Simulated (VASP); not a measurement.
Write the native input for VASP 6.6.1 that does the following.

```yaml
Task: single point
Functional: PBE
Dispersion: D3(BJ)
Potentials_or_basis: VASP PAW PBE potentials, release 64 (Cu, O)
Cutoff: 520 eV
k_mesh: 2 × 2 × 1
Occupations: methfessel-paxton, width 0.1 eV
Spin: no spin polarisation
Dipole_correction: no
Further_INCAR_settings: ALGO = Normal; EDIFF = 1e-06; NBANDS = 105; NELMDL = -8
```

The structure of Cu16O lies in POSCAR:

```
Cu16O
1.0
    5.1053109602      0.0000000000      0.0000000000
    0.0000000000      5.1053109602      0.0000000000
    0.0000000000      0.0000000000     21.9150000000
Cu O
16 1
Direct
    0.2500000000      0.2500000000      0.1140771200
    0.7500000000      0.2500000000      0.1140771200
    0.2500000000      0.7500000000      0.1140771200
    0.7500000000      0.7500000000      0.1140771200
    0.0000000000      0.0000000000      0.1964407900
    0.5000000000      0.0000000000      0.1964407900
    0.0000000000      0.5000000000      0.1964407900
    0.5000000000      0.5000000000      0.1964407900
    0.2508355400      0.2508809800      0.2801981100
    0.7506986600      0.2505096700      0.2769926900
    0.2504446400      0.7507536600      0.2769938700
    0.7503162700      0.7504348100      0.2738486300
    0.0038062800      0.0039088000      0.3586992400
    0.4987689200      0.0035102200      0.3586489600
    0.0033039600      0.4988744000      0.3586362000
    0.4986682100      0.4988265500      0.3586706600
   -0.2484621800     -0.2484204800      0.3951815000
```

The input as run:

INCAR

```
SYSTEM = Cu16O
ALGO     = Normal         ! electronic algorithm
EDIFF    = 1E-6           ! SCF threshold, eV
ENCUT    = 520            ! plane-wave cutoff, eV
GGA      = PE             ! functional
GGA_COMPAT= .False.      
ISIF     = 2              ! what is computed and relaxed
ISMEAR   = 1              ! smearing method
IVDW     = 12             ! dispersion correction
LASPH    = .True.         ! aspherical terms in the spheres
LCHARG   = .False.        ! write CHGCAR
LREAL    = .False.        ! projectors in reciprocal space
LWAVE    = .False.        ! write WAVECAR
NBANDS   = 105            ! bands
NELM     = 120            ! most SCF steps
NELMDL   = -8           
PREC     = Accurate       ! precision mode
SIGMA    = 0.1            ! smearing width, eV
```

KPOINTS

```
k-points
0
Gamma
  2 2 1
  0 0 0
```

Potentials or basis: VASP PAW PBE potentials, release 64 (Cu, O).

The run is started by

```bash
$ cat potpaw_PBE.64/Cu/POTCAR potpaw_PBE.64/O/POTCAR > POTCAR
$ mpirun -np 1 vasp_std > vasp.out
```

It gave:

```yaml
Largest_force: 0.266 eV/Å
Band_gap_on_the_k_mesh: zero (bands 91 and 92 overlap by 0.90 eV)
Dispersion_energy_per_atom: -0.395 eV
```

Caveat: the k points lie up to 0.62 Å⁻¹ apart, too coarse for converged energies and pressures of a metal; there is no dipole correction, which matters where the two faces differ.

Wall time 25 min on 1 thread of Oxide Virtual Turin-like Processor (shared host), peak memory 0.6 GiB.
